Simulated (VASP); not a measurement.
# Hg (P6_3/mmc) in VASP: single point with PBEsol

Aim: the single point of Hg with PBEsol.

All numbers are computed with VASP 6.6.1; they aren't measurements. Logs are shortened: lines on timing, memory, paths and dates and some standing lists are left out, and cuts for length are marked.

**1. The cell of the first run**

It takes space group P6_3/mmc (No. 194, hexagonal). The conventional cell has a = 3.462 Å, b = 3.462 Å, c = 5.488 Å, α = 90.00°, β = 90.00°, γ = 120.00°. Within 4.5 Å of Hg (site symmetry -6m2) lie 12 Hg at 3.39 to 3.46 Å.

**2. Single point, PBEsol**

Contents of INCAR:

```
SYSTEM = Hg
ALGO = Normal
EDIFF = 1E-7
ENCUT = 520
GGA = PS
ISIF = 2
ISMEAR = -1
LASPH = .True.
LCHARG = .True.
LELF = .True.
LREAL = .False.
LVHAR = .True.
LWAVE = .False.
NBANDS = 19
NELM = 100
PREC = Accurate
SIGMA = 0.05
```

Contents of KPOINTS:

```
k-points
0
Gamma
  10 10 6
  0 0 0
```

Contents of POSCAR:

```
Hg
1.0
    3.4618100000      0.0000000000      0.0000000000
   -1.7309050000      2.9980150000      0.0000000000
    0.0000000000      0.0000000000      5.4875480000
Hg
2
Direct
    0.6666666667      0.3333333333      0.7500000000
    0.3333333333      0.6666666667      0.2500000000
```

Potentials or basis: VASP PAW PBE potentials, release 64 (Hg).

Command:

```console
cat potpaw_PBE.64/Hg/POTCAR > POTCAR
mpirun -np 1 vasp_std > vasp.out
```

OUTCAR:

```text
SYSTEM = Hg
   EDIFF = 1E-7
   ENCUT = 520
   GGA = PS
   ISIF = 2
   ISMEAR = -1
   LASPH = .True.
   LREAL = .False.
   NELM = 100
   PREC = Accurate

 ion  position               nearest neighbor table
   1  0.667  0.333  0.750-   2 3.39   2 3.39   2 3.39   2 3.39   2 3.39   2 3.39
   2  0.333  0.667  0.250-   1 3.39   1 3.39   1 3.39   1 3.39   1 3.39   1 3.39

  LATTYP: Found a hexagonal cell.
 ALAT       =     3.4618100000
 C/A-ratio  =     1.5851672969

  Lattice vectors:

 A1 = (   3.4618100000,   0.0000000000,   0.0000000000)
 A2 = (  -1.7309050000,   2.9980150000,   0.0000000000)
 A3 = (   0.0000000000,   0.0000000000,   5.4875480000)

Analysis of symmetry for initial positions (statically):
=====================================================================
 Subroutine PRICEL returns:
 Original cell was already a primitive cell.

 Routine SETGRP: Setting up the symmetry group for a
 hexagonal supercell.

 Subroutine GETGRP returns: Found 24 space group operations
 (whereof 12 operations were pure point group operations)
 out of a pool of 24 trial point group operations.

The static configuration has the point symmetry D_3d.
 The point group associated with its full space group is D_6h.

Analysis of symmetry for dynamics (positions and initial velocities):
=====================================================================
 Subroutine PRICEL returns:
 Original cell was already a primitive cell.

 Routine SETGRP: Setting up the symmetry group for a
 hexagonal supercell.

 Subroutine GETGRP returns: Found 24 space group operations
 (whereof 12 operations were pure point group operations)
 out of a pool of 24 trial point group operations.

The dynamic configuration has the point symmetry D_3d.
 The point group associated with its full space group is D_6h.

 Subroutine INISYM returns: Found 24 space group operations
 (whereof 12 operations are pure point group operations),
 and found     1 'primitive' translations

----------------------------------------------------------------------------------------

                                     Primitive cell

  volume of cell :      56.9528

  direct lattice vectors                    reciprocal lattice vectors
     3.461810000  0.000000000  0.000000000     0.288866229  0.166777017  0.000000000
    -1.730905000  2.998015000  0.000000000     0.000000000  0.333554035  0.000000000
     0.000000000  0.000000000  5.487548000     0.000000000  0.000000000  0.182230752

  length of vectors
     3.461810000  3.461809651  5.487548000     0.333554001  0.333554035  0.182230752

  position of ions in fractional coordinates (direct lattice)
     0.666666667  0.333333333  0.750000000
     0.333333333  0.666666667  0.250000000

  ion indices of the primitive-cell ions
   primitive index   ion index
                 1           1
                 2           2

----------------------------------------------------------------------------------------

 KPOINTS: k-points

Automatic generation of k-mesh.
 Grid dimensions read from file:
 generate k-points for:   10   10    6

 Generating k-lattice:

  Cartesian coordinates                     Fractional coordinates (reciprocal lattice)
     0.028886623  0.016677702  0.000000000     0.100000000  0.000000000  0.000000000
     0.000000000  0.033355403  0.000000000     0.000000000  0.100000000  0.000000000
     0.000000000  0.000000000  0.030371792     0.000000000  0.000000000  0.166666667

  Length of vectors
     0.033355400  0.033355403  0.030371792

  Shift w.r.t. Gamma in fractional coordinates (k-lattice)
     0.000000000  0.000000000  0.000000000

 Subroutine IBZKPT returns following result:
 ===========================================

 Found     56 irreducible k-points:

 Following reciprocal coordinates:
            Coordinates               Weight
  0.000000  0.000000  0.000000      1.000000
  0.100000  0.000000  0.000000      6.000000
  0.200000  0.000000  0.000000      6.000000
  0.300000  0.000000  0.000000      6.000000
  0.400000  0.000000  0.000000      6.000000
  0.500000  0.000000  0.000000      3.000000
[... 16 lines left out ...]
  0.300000  0.100000  0.166667     24.000000
  0.400000  0.100000  0.166667     24.000000
 [... further k-points ...]
   k-points           NKPTS =     56   k-points in BZ     NKDIM =     56   number of bands    NBANDS=     19
   number of dos      NEDOS =    301   number of ions     NIONS =      2
   total plane-waves  NPLWV =  32928
   dimension x,y,z NGX =    28 NGY =   28 NGZ =   42
   dimension x,y,z NGXF=    56 NGYF=   56 NGZF=   84
   ions per type =               2
   NGX,Y,Z   is equivalent  to a cutoff of  13.45, 13.45, 12.72 a.u.
   NGXF,Y,Z  is equivalent  to a cutoff of  26.89, 26.89, 25.45 a.u.
 SYSTEM =  Hg
   PREC   = accura    normal or accurate (medium, high low for compatibility)
   ISTART =      0    job   : 0-new  1-cont  2-samecut
   ICHARG =      2    charge: 1-file 2-atom 10-const
   ISPIN  =      1    spin polarized calculation?
   LNONCOLLINEAR =      F non collinear calculations
   LSORBIT =      F    spin-orbit coupling
   LASPH  =      T    aspherical Exc in radial PAW
   ENCUT  =  520.0 eV  38.22 Ry    6.18 a.u.   6.44  6.44 10.20*2*pi/ulx,y,z
   NELM   =    100;   NELMIN=  2; NELMDL= -5     # of ELM steps
   EDIFF  = 0.1E-06   stopping-criterion for ELM
   LREAL  =      F    real-space projection
   EDIFFG = 0.1E-05   stopping-criterion for IOM
   NSW    =      0    number of steps for IOM
   IBRION =     -1    ionic relax: 0-MD 1-quasi-New 2-CG
   NFREE  =      0    steps in history (QN), initial steepest desc. (CG)
   ISIF   =      2    stress and relaxation
   ISYM   =      2    0-nonsym 1-usesym 2-fastsym
   POTIM  = 0.5000    time-step for ionic-motion
   TEBEG  =    0.0;   TEEND  =   0.0 temperature during run
   PSTRESS=    0.0 pullay stress
   NELECT =      24.0000    total number of electrons
   NUPDOWN=      -1.0000    fix difference up-down
   EMIN   =  10.00;   EMAX   =-10.00  energy-range for DOS
   EFERMI =   0.00;   METHOD = LEGACY
   ISMEAR =    -1;   SIGMA  =   0.05  broadening in eV -4-tet -1-fermi 0-gaus
   EFERMI_NEDOS =   21; number of points for ismear=-14 and -15
   IALGO  =     38    algorithm
   IMIX   =      4    mixing-type and parameters
     AMIX     =   0.40;   BMIX     =  1.00
     AMIX_MAG =   1.60;   BMIX_MAG =  1.00
  volume/ion in A,a.u.               =      28.48       192.17
  Fermi-wavevector in a.u.,A,eV,Ry     =   1.227364  2.319382 20.496128  1.506423
  Thomas-Fermi vector in A             =   2.362330
   LORBIT       =      0    0 simple, 1 ext, 2 COOP (PROOUT), +10 PAW based schemes
   GGA     = PS    functional components
   LHFCALC =     F    Hartree Fock is set to
   AEXX    =    0.0000 exact exchange contribution
   IVDW    =     0    specifies the selected vdW correction
   LEPSILON=     F    determine dielectric tensor
   LRPA    =     F    only Hartree local field effects (RPA)
 non-spin polarized calculation
  energy-cutoff  :      520.00
  volume of cell :       56.95
 maximum number of plane-waves:      1562
 NGX is ok and might be reduce to    28
   NGX = 13   NGY = 13   NGZ = 21

 number of electron      24.0000000 magnetization

 Free energy of the ion-electron system (eV)
  ---------------------------------------------------
  ext. energy  EPLUGINS =         0.00000000
  ---------------------------------------------------
  free energy    TOTEN  =        -1.00435936 eV

  energy without entropy =       -1.00126276  energy(sigma->0) =       -1.00281106

 E-fermi :   0.7544     XC(G=0): -10.0365

 val. band max:        0.7382685452   @ k =   0.1000   0.0000   0.0000
 cond. band min:       0.9966977536   @ k =   0.5000   0.0000   0.3333
 fundamental gap:      0.2584292084
 Fermi energy:         0.7543848224

 k-point     1 :       0.0000    0.0000    0.0000
  band No.  band energies     occupation
      1      -6.4705      2.00000
      2      -5.8197      2.00000
      3      -5.1570      2.00000
      4      -5.1549      2.00000
      5      -5.1549      2.00000
      6      -5.0565      2.00000
[... 11 lines left out ...]
     18      13.9934      0.00000
     19      14.4947      0.00000

 k-point     2 :       0.1000    0.0000    0.0000
  band No.  band energies     occupation
      1      -6.2880      2.00000
      2      -5.7433      2.00000
      3      -5.2355      2.00000
      4      -5.0914      2.00000
      5      -5.0795      2.00000
      6      -5.0492      2.00000
[... 11 lines left out ...]
     18      14.5500      0.00000
     19      15.0056      0.00000

 k-point     3 :       0.2000    0.0000    0.0000
  band No.  band energies     occupation
      1      -5.8420      2.00000
      2      -5.6218      2.00000
      3      -5.2320      2.00000
      4      -5.1591      2.00000
      5      -5.0828      2.00000
      6      -5.0758      2.00000
[... 11 lines left out ...]
     18      13.0061      0.00000
     19      14.2697      0.00000

 k-point     4 :       0.3000    0.0000    0.0000
  band No.  band energies     occupation
      1      -5.6655      2.00000
      2      -5.6029      2.00000
      3      -5.3637      2.00000
      4      -5.1676      2.00000
      5      -5.0535      2.00000
      6      -4.8958      2.00000
[... 11 lines left out ...]
     18      12.3288      0.00000
     19      13.2491      0.00000

 k-point     5 :       0.4000    0.0000    0.0000
  band No.  band energies     occupation
      1      -5.7536      2.00000
      2      -5.6077      2.00000
      3      -5.5300      2.00000
      4      -5.2304      2.00000
      5      -4.9484      2.00000
      6      -4.9230      2.00000
[... 11 lines left out ...]
     18      12.0534      0.00000
     19      12.4481      0.00000

 k-point     6 :       0.5000    0.0000    0.0000
  band No.  band energies     occupation
      1      -5.7901      2.00000
      2      -5.6248      2.00000
      3      -5.5915      2.00000
      4      -5.2533      2.00000
      5      -4.9470      2.00000
      6      -4.9104      2.00000
[... 11 lines left out ...]
     18      11.9733      0.00000
     19      12.1571      0.00000

 k-point     7 :       0.1000    0.1000    0.0000
  band No.  band energies     occupation
      1      -5.9604      2.00000
      2      -5.6258      2.00000
      3      -5.2893      2.00000
      4      -5.0976      2.00000
      5      -5.0854      2.00000
      6      -5.0759      2.00000
[... 11 lines left out ...]
     18      13.8468      0.00000
     19      13.9826      0.00000

 k-point     8 :       0.2000    0.1000    0.0000
  band No.  band energies     occupation
      1      -5.5918      2.00000
      2      -5.5557      2.00000
      3      -5.2807      2.00000
      4      -5.1969      2.00000
      5      -5.1517      2.00000
      6      -5.0485      2.00000
[... 256 lines left out ...]
 k-point    20 :       0.5000    0.0000    0.1667
  band No.  band energies     occupation
      1      -5.7766      2.00000
      2      -5.7562      2.00000
      3      -5.4279      2.00000
      4      -5.2022      2.00000
      5      -5.1666      2.00000
      6      -4.8551      2.00000
[... 11 lines left out ...]
     18      11.6060      0.00000
     19      12.0312      0.00000

 k-point    21 :       0.1000    0.1000    0.1667
  band No.  band energies     occupation
      1      -5.8317      2.00000
      2      -5.5918      2.00000
      3      -5.2961      2.00000
      4      -5.1503      2.00000
      5      -5.1250      2.00000
      6      -5.0797      2.00000
[... 11 lines left out ...]
     18      13.5124      0.00000
     19      13.8057      0.00000

 k-point    22 :       0.2000    0.1000    0.1667
  band No.  band energies     occupation
      1      -5.5855      2.00000
      2      -5.5297      2.00000
      3      -5.2864      2.00000
      4      -5.2108      2.00000
      5      -5.1340      2.00000
      6      -4.9777      2.00000
[... 11 lines left out ...]
     18      12.5847      0.00000
     19      13.7805      0.00000

 k-point    23 :       0.3000    0.1000    0.1667
  band No.  band energies     occupation
      1      -5.6505      2.00000
      2      -5.6051      2.00000
      3      -5.3172      2.00000
      4      -5.2599      2.00000
      5      -5.0818      2.00000
      6      -4.9544      2.00000
[... 11 lines left out ...]
     18      10.8121      0.00000
     19      13.4418      0.00000

 k-point    24 :       0.4000    0.1000    0.1667
  band No.  band energies     occupation
      1      -5.7223      2.00000
      2      -5.6768      2.00000
      3      -5.3846      2.00000
      4      -5.2355      2.00000
      5      -5.1565      2.00000
      6      -4.8556      2.00000
[... 11 lines left out ...]
     18      10.1885      0.00000
     19      13.1242      0.00000

 [... further k-points ...]
[... 5 lines left out ...]
  --------------------------------------------------------------------------------------
  -------------------------------------------------------------------------------------
  Total       -0.8497986     -0.8497984     -0.8603734      0.0000000      0.0000000      0.0000000
  in kB      -23.9062374    -23.9062309    -24.2037251      0.0000000      0.0000000      0.0000000
  external PRESSURE =     -24.0053978 kB  Pullay stress =       0.0000000 kB

 VOLUME and BASIS-vectors are now :
 -----------------------------------------------------------------------------
  energy-cutoff  :      520.00
  volume of cell :       56.95
      direct lattice vectors                 reciprocal lattice vectors
     3.461810000  0.000000000  0.000000000     0.288866229  0.166777017  0.000000000
    -1.730905000  2.998015000  0.000000000     0.000000000  0.333554035  0.000000000
     0.000000000  0.000000000  5.487548000     0.000000000  0.000000000  0.182230752

 POSITION                                       TOTAL-FORCE (eV/Angst)
 -----------------------------------------------------------------------------------
      1.73091      0.99934      4.11566         0.000000     -0.000000      0.000000
     -0.00000      1.99868      1.37189        -0.000000      0.000000     -0.000000
 -----------------------------------------------------------------------------------
    total drift:                               -0.000000      0.000000     -0.000000

  FREE ENERGIE OF THE ION-ELECTRON SYSTEM (eV)
  ---------------------------------------------------
  free  energy   TOTEN  =        -1.0043593557 eV

  energy  without entropy=       -1.0012627616  energy(sigma->0) =       -1.00281106
```

It used 120 s of CPU time on 1 thread of AMD EPYC 7R13 Processor (Zen 3) (shared host).

What came out:

* Free energy: -1.0044 eV
* Pressure: -2.4 GPa
* Band gap on the k mesh: zero (band 12 reaches 0.68 eV, above the bottom of band 13 at 0.43 eV)

Caveat: the PAW data sets were made with another functional, which shifts forces and pressure a little; spin-orbit coupling is left out, which moves the levels of the heavy elements.
